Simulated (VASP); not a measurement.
# AlN (I-4m2) in VASP: single point with HSE06

Aim: the single point of AlN with HSE06.

Everything below comes from runs of VASP 6.6.1. Logs are shortened: lines on timing, memory, paths and dates and some standing lists are left out, and cuts for length are marked.

## Step 1: The cell of the first run

It takes space group I-4m2 (No. 119, tetragonal). The conventional cell has a = 3.028 Å, b = 3.028 Å, c = 4.457 Å, α = 90.00°, β = 90.00°, γ = 90.00°. Within 2.5 Å of Al (site symmetry -4m2) lie 4 N at 1.88 Å. Within 2.5 Å of N (site symmetry -4m2) lie 4 Al at 1.88 Å.

## Step 2: Single point, HSE06 (epitaxial xy strain -2.0%)

The input, POSCAR:

```
AlN
1.0
    0.0000000000      2.1411788842      2.2285739407
    2.1411788842      0.0000000000      2.2285739407
    2.1411788842      2.1411788842      0.0000000000
Al N
1 1
Direct
    0.0000000000      0.0000000000      0.0000000000
    0.2500000000      0.2500000000      0.2500000000
```

The input, INCAR.step1:

```
  ALGO = Normal
  EDIFF = 1E-5
  ENCUT = 520
  GGA = PE
  ISIF = 2
  ISMEAR = 0
  LASPH = True
  LREAL = False
  LWAVE = True
  NBANDS = 11
  NELM = 100
  PREC = Accurate
  SIGMA = 0.01
```

The input, INCAR.step2:

```
  ALGO = Normal
  EDIFF = 1E-6
  ENCUT = 520
  GGA = PE
  HFSCREEN = 0.2079
  ISIF = 2
  ISMEAR = 0
  ISTART = 1
  LASPH = True
  LCHARG = True
  LELF = True
  LHFCALC = True
  LREAL = False
  LVHAR = True
  LWAVE = False
  NBANDS = 11
  NELM = 100
  PREC = Accurate
  PRECFOCK = Normal
  SIGMA = 0.01
```

The input, KPOINTS:

```
k-points
0
Gamma
  8 8 8
```

Potentials or basis: VASP PAW PBE potentials, release 64 (Al, N).

On the command line:

```sh
> cat potpaw_PBE.64/Al/POTCAR potpaw_PBE.64/N/POTCAR > POTCAR
> cp INCAR.step1 INCAR
> mpirun -np 1 vasp_std > vasp.out
> cp INCAR.step2 INCAR
> mpirun -np 1 vasp_std > vasp.out
```

OUTCAR:

```text
EDIFF = 1E-6
   ENCUT = 520
   GGA = PE
   HFSCREEN = 0.2079
   ISIF = 2
   ISMEAR = 0
   ISTART = 1
   LASPH = True
   LHFCALC = True
   LREAL = False
   NELM = 100
   PREC = Accurate
   PRECFOCK = Normal

 ion  position               nearest neighbor table
   1  0.000  0.000  0.000-   2 1.88   2 1.88   2 1.88   2 1.88
   2  0.250  0.250  0.250-   1 1.88   1 1.88   1 1.88   1 1.88

  LATTYP: Found a body centered tetragonal cell.
 ALAT       =     3.0280842175
 C/A-ratio  =     1.4719365649

  Lattice vectors:

 A1 = (  -2.1411788842,   0.0000000000,   2.2285739407)
 A2 = (   2.1411788842,   0.0000000000,   2.2285739407)
 A3 = (   0.0000000000,   2.1411788842,  -2.2285739407)

Analysis of symmetry for initial positions (statically):
=====================================================================
 Subroutine PRICEL returns:
 Original cell was already a primitive cell.

 Routine SETGRP: Setting up the symmetry group for a
 body centered tetragonal supercell.

 Subroutine GETGRP returns: Found  8 space group operations
 (whereof  8 operations were pure point group operations)
 out of a pool of 16 trial point group operations.

The static configuration has the point symmetry D_2d.

Analysis of symmetry for dynamics (positions and initial velocities):
=====================================================================
 Subroutine PRICEL returns:
 Original cell was already a primitive cell.

 Routine SETGRP: Setting up the symmetry group for a
 body centered tetragonal supercell.

 Subroutine GETGRP returns: Found  8 space group operations
 (whereof  8 operations were pure point group operations)
 out of a pool of 16 trial point group operations.

The dynamic configuration has the point symmetry D_2d.

 Subroutine INISYM returns: Found  8 space group operations
 (whereof  8 operations are pure point group operations),
 and found     1 'primitive' translations

----------------------------------------------------------------------------------------

                                     Primitive cell

  volume of cell :      20.4344

  direct lattice vectors                    reciprocal lattice vectors
     0.000000000  2.141178884  2.228573941    -0.233516220  0.233516220  0.224358721
     2.141178884  0.000000000  2.228573941     0.233516220 -0.233516220  0.224358721
     2.141178884  2.141178884  0.000000000     0.233516220  0.233516220 -0.224358721

  length of vectors
     3.090499769  3.090499769  3.028084218     0.399244895  0.399244895  0.399244895

  position of ions in fractional coordinates (direct lattice)
     0.000000000  0.000000000  0.000000000
     0.250000000  0.250000000  0.250000000

  ion indices of the primitive-cell ions
   primitive index   ion index
                 1           1
                 2           2

----------------------------------------------------------------------------------------

 KPOINTS: k-points

Automatic generation of k-mesh.
 Grid dimensions read from file:
 generate k-points for:    8    8    8

 Generating k-lattice:

  Cartesian coordinates                     Fractional coordinates (reciprocal lattice)
    -0.029189528  0.029189528  0.028044840     0.125000000  0.000000000  0.000000000
     0.029189528 -0.029189528  0.028044840     0.000000000  0.125000000  0.000000000
     0.029189528  0.029189528 -0.028044840    -0.000000000 -0.000000000  0.125000000

  Length of vectors
     0.049905612  0.049905612  0.049905612

  Shift w.r.t. Gamma in fractional coordinates (k-lattice)
     0.000000000  0.000000000  0.000000000

 Subroutine IBZKPT returns following result:
 ===========================================

 Found     59 irreducible k-points:

 Following reciprocal coordinates:
            Coordinates               Weight
  0.000000  0.000000  0.000000      1.000000
  0.125000  0.000000  0.000000      8.000000
  0.250000  0.000000  0.000000      8.000000
  0.375000  0.000000  0.000000      8.000000
  0.500000  0.000000  0.000000      4.000000
  0.125000  0.125000  0.000000      2.000000
[... 16 lines left out ...]
  0.250000  0.000000  0.125000     16.000000
  0.375000  0.000000  0.125000     16.000000
 [... further k-points ...]
   k-points           NKPTS =     59   k-points in BZ     NKDIM =    512   number of bands    NBANDS=     11
   number of dos      NEDOS =    301   number of ions     NIONS =      2
   total plane-waves  NPLWV =  13824
   dimension x,y,z NGX =    24 NGY =   24 NGZ =   24
   dimension x,y,z NGXF=    48 NGYF=   48 NGZF=   48
   ions per type =               1   1
   NGX,Y,Z   is equivalent  to a cutoff of  12.91, 12.91, 13.18 a.u.
   NGXF,Y,Z  is equivalent  to a cutoff of  25.82, 25.82, 26.35 a.u.
 SYSTEM =  unknown system
   PREC   = accura    normal or accurate (medium, high low for compatibility)
   ISTART =      1    job   : 0-new  1-cont  2-samecut
   ICHARG =      0    charge: 1-file 2-atom 10-const
   ISPIN  =      1    spin polarized calculation?
   LNONCOLLINEAR =      F non collinear calculations
   LSORBIT =      F    spin-orbit coupling
   LASPH  =      T    aspherical Exc in radial PAW
   ENCUT  =  520.0 eV  38.22 Ry    6.18 a.u.   5.75  5.75  5.63*2*pi/ulx,y,z
   NELM   =    100;   NELMIN=  2; NELMDL=  0     # of ELM steps
   EDIFF  = 0.1E-05   stopping-criterion for ELM
   LREAL  =      F    real-space projection
   EDIFFG = 0.1E-04   stopping-criterion for IOM
   NSW    =      0    number of steps for IOM
   IBRION =     -1    ionic relax: 0-MD 1-quasi-New 2-CG
   NFREE  =      0    steps in history (QN), initial steepest desc. (CG)
   ISIF   =      2    stress and relaxation
   ISYM   =      3    0-nonsym 1-usesym 2-fastsym
   POTIM  = 0.5000    time-step for ionic-motion
   TEBEG  =    0.0;   TEEND  =   0.0 temperature during run
   PSTRESS=    0.0 pullay stress
   NELECT =       8.0000    total number of electrons
   NUPDOWN=      -1.0000    fix difference up-down
   EMIN   =  10.00;   EMAX   =-10.00  energy-range for DOS
   EFERMI =   0.00;   METHOD = LEGACY
   ISMEAR =     0;   SIGMA  =   0.01  broadening in eV -4-tet -1-fermi 0-gaus
   EFERMI_NEDOS =   21; number of points for ismear=-14 and -15
   IALGO  =     38    algorithm
   IMIX   =      1    mixing-type and parameters
     AMIX     =   0.40;   BMIX     =  1.00
     AMIX_MAG =   1.60;   BMIX_MAG =  1.00
  volume/ion in A,a.u.               =      10.22        68.95
  Fermi-wavevector in a.u.,A,eV,Ry     =   1.197615  2.263164 19.514583  1.434281
  Thomas-Fermi vector in A             =   2.333525
   LORBIT       =      0    0 simple, 1 ext, 2 COOP (PROOUT), +10 PAW based schemes
   GGA     = PE    functional components
   LHFCALC =     T    Hartree Fock is set to
   PRECFOCK=normal    Normal, Fast or Accurate (Low or Medium for compatibility)
   ENCUT4O =  -1.0   cutoff for four orbital integrals eV
   NKREDX  =     1    reduce k-point grid by
   NKREDY  =     1    reduce k-point grid by
   NKREDZ  =     1    reduce k-point grid by
   AEXX    =    0.2500 exact exchange contribution
   HFSCREEN=    0.2079 screening length (either q_TF or 0.3 A-1)
   HFSCREENC=   0.2079 screening length for correlation (either q_TF or 0.3 A-1)
   ENCUTFOCK=  -1.0 apply spherical cutoff to Coloumb kernel
   IVDW    =     0    specifies the selected vdW correction
   LEPSILON=     F    determine dielectric tensor
   LRPA    =     F    only Hartree local field effects (RPA)
 non-spin polarized calculation
 Gauss-broadening in eV      SIGMA  =   0.01
  energy-cutoff  :      520.00
  volume of cell :       20.43
 maximum number of plane-waves:       560
  NGX = 18; NGY = 18; NGZ = 18

 number of electron       7.9999999 magnetization

 Free energy of the ion-electron system (eV)
  ---------------------------------------------------
  ext. energy  EPLUGINS =         0.00000000
  ---------------------------------------------------
  free energy    TOTEN  =       -17.38161443 eV

  energy without entropy =      -17.38161443  energy(sigma->0) =      -17.38161443

 E-fermi :   5.4178     XC(G=0):  -9.0811

 val. band max:        5.2916706612   @ k =   0.0000   0.0000   0.0000
 cond. band min:       9.7421599789   @ k =   0.5000   0.0000   0.5000
 fundamental gap:      4.4504893177
 Fermi energy:         5.4177562260

 k-point     1 :       0.0000    0.0000    0.0000
  band No.  band energies     occupation
      1     -11.3692      2.00000
      2       5.1057      2.00000
      3       5.2917      2.00000
      4       5.2917      2.00000
      5      10.9594      0.00000
      6      19.6647      0.00000
      7      19.6647      0.00000
      8      19.7021      0.00000
      9      24.2005      0.00000
     10      25.4098      0.00000
     11      25.6867      0.00000

 k-point     2 :       0.1250    0.0000    0.0000
  band No.  band energies     occupation
      1     -11.1198      2.00000
      2       3.9813      2.00000
      3       5.0619      2.00000
      4       5.2238      2.00000
      5      11.9315      0.00000
      6      19.0414      0.00000
      7      19.8467      0.00000
      8      19.9218      0.00000
      9      22.7777      0.00000
     10      23.8087      0.00000
     11      25.4156      0.00000

 k-point     3 :       0.2500    0.0000    0.0000
  band No.  band energies     occupation
      1     -10.4353      2.00000
      2       1.6856      2.00000
      3       4.8132      2.00000
      4       5.0707      2.00000
      5      13.3394      0.00000
      6      17.9568      0.00000
      7      19.2157      0.00000
      8      19.7283      0.00000
      9      23.3610      0.00000
     10      23.5865      0.00000
     11      24.6333      0.00000

 k-point     4 :       0.3750    0.0000    0.0000
  band No.  band energies     occupation
      1      -9.5703      2.00000
      2      -0.3469      2.00000
      3       4.5888      2.00000
      4       4.9313      2.00000
      5      14.0533      0.00000
      6      17.2218      0.00000
      7      18.2589      0.00000
      8      18.8768      0.00000
      9      24.7529      0.00000
     10      25.6229      0.00000
     11      26.0258      0.00000

 k-point     5 :       0.5000    0.0000    0.0000
  band No.  band energies     occupation
      1      -9.1207      2.00000
      2      -1.2106      2.00000
      3       4.5012      2.00000
      4       4.8772      2.00000
      5      14.2106      0.00000
      6      17.0137      0.00000
      7      17.8321      0.00000
      8      18.5126      0.00000
      9      25.3565      0.00000
     10      27.5889      0.00000
     11      27.9786      0.00000
[... 211 lines left out ...]
 k-point    21 :       0.5000    0.5000    0.0000
  band No.  band energies     occupation
      1      -8.5511      2.00000
      2      -0.4420      2.00000
      3       3.4943      2.00000
      4       3.4943      2.00000
      5       9.9460      0.00000
      6      15.8515      0.00000
      7      21.1073      0.00000
      8      23.5363      0.00000
      9      23.5363      0.00000
     10      31.4497      0.00000
     11      31.9277      0.00000

 k-point    22 :       0.1250    0.0000    0.1250
  band No.  band energies     occupation
      1     -11.0285      2.00000
      2       4.0962      2.00000
      3       4.7641      2.00000
      4       4.9090      2.00000
      5      12.2220      0.00000
      6      18.6878      0.00000
      7      19.8955      0.00000
      8      20.3683      0.00000
      9      21.3021      0.00000
     10      24.9576      0.00000
     11      26.6285      0.00000

 k-point    23 :       0.2500    0.0000    0.1250
  band No.  band energies     occupation
      1     -10.4817      2.00000
      2       2.3596      2.00000
      3       4.4824      2.00000
      4       4.7197      2.00000
      5      13.2517      0.00000
      6      17.9611      0.00000
      7      18.9872      0.00000
      8      20.1436      0.00000
      9      21.5524      0.00000
     10      25.0726      0.00000
     11      26.7853      0.00000

 k-point    24 :       0.3750    0.0000    0.1250
  band No.  band energies     occupation
      1      -9.6605      2.00000
      2       0.3655      2.00000
      3       4.2370      2.00000
      4       4.4713      2.00000
      5      13.9551      0.00000
      6      16.8600      0.00000
      7      18.7575      0.00000
      8      19.4768      0.00000
      9      22.9542      0.00000
     10      26.3928      0.00000
     11      27.1957      0.00000

 [... further k-points ...]
[... 5 lines left out ...]
  --------------------------------------------------------------------------------------
  -------------------------------------------------------------------------------------
  Total        0.7295574      0.7295574     -0.0938655      0.0000000     -0.0000000      0.0000000
  in kB       57.2014597     57.2014597     -7.3595934      0.0000000     -0.0000000      0.0000000
  external PRESSURE =      35.6811087 kB  Pullay stress =       0.0000000 kB

 VOLUME and BASIS-vectors are now :
 -----------------------------------------------------------------------------
  energy-cutoff  :      520.00
  volume of cell :       20.43
      direct lattice vectors                 reciprocal lattice vectors
     0.000000000  2.141178884  2.228573941    -0.233516220  0.233516220  0.224358721
     2.141178884  0.000000000  2.228573941     0.233516220 -0.233516220  0.224358721
     2.141178884  2.141178884  0.000000000     0.233516220  0.233516220 -0.224358721

 POSITION                                       TOTAL-FORCE (eV/Angst)
 -----------------------------------------------------------------------------------
      0.00000      0.00000      0.00000         0.000000      0.000000      0.000000
      1.07059      1.07059      1.11429        -0.000000     -0.000000     -0.000000
 -----------------------------------------------------------------------------------
    total drift:                               -0.000000     -0.000000     -0.000000

  FREE ENERGIE OF THE ION-ELECTRON SYSTEM (eV)
  ---------------------------------------------------
  free  energy   TOTEN  =       -17.3816144282 eV

  energy  without entropy=      -17.3816144282  energy(sigma->0) =      -17.38161443
```

It took 73 min on 1 thread of Oxide Virtual Turin-like, shared host; peak memory 0.23 GiB.

What came out:

```
Free energy            : -17.3816 eV
Pressure               : 3.6 GPa
Band gap on the k mesh : 4.45 eV (least direct gap 5.67 eV)
```

Stress tensor (GPa, compression positive):
```
 5.72  0.00  0.00
 0.00  5.72  0.00
 0.00  0.00 -0.74
```

Levels at points of the mesh, in eV from the valence-band top:
```
           k point  band 1  band 2  band 3  band 4  band 5  band 6  band 7  band 8
(0.00, 0.00, 0.00)  -16.66   -0.19    0.00    0.00    5.67   14.37   14.37   14.41
(0.50, 0.00, 0.00)  -14.41   -6.50   -0.79   -0.41    8.92   11.72   12.54   13.22
(0.50, 0.50, 0.00)  -13.84   -5.73   -1.80   -1.80    4.65   10.56   15.82   18.24
(0.50, 0.00, 0.50)  -13.65   -5.33   -2.15   -2.15    4.45    9.93   16.55   17.25
```

Caveat: the cell differs from its parent crystal (epitaxial xy strain -2.0%); the stress differs along the axes, from -1 to 6 GPa; the structure was generated, so it needn't be the stable form of AlN; the PAW data sets were made with another functional, which shifts forces and pressure a little. A k mesh can miss the band edges.
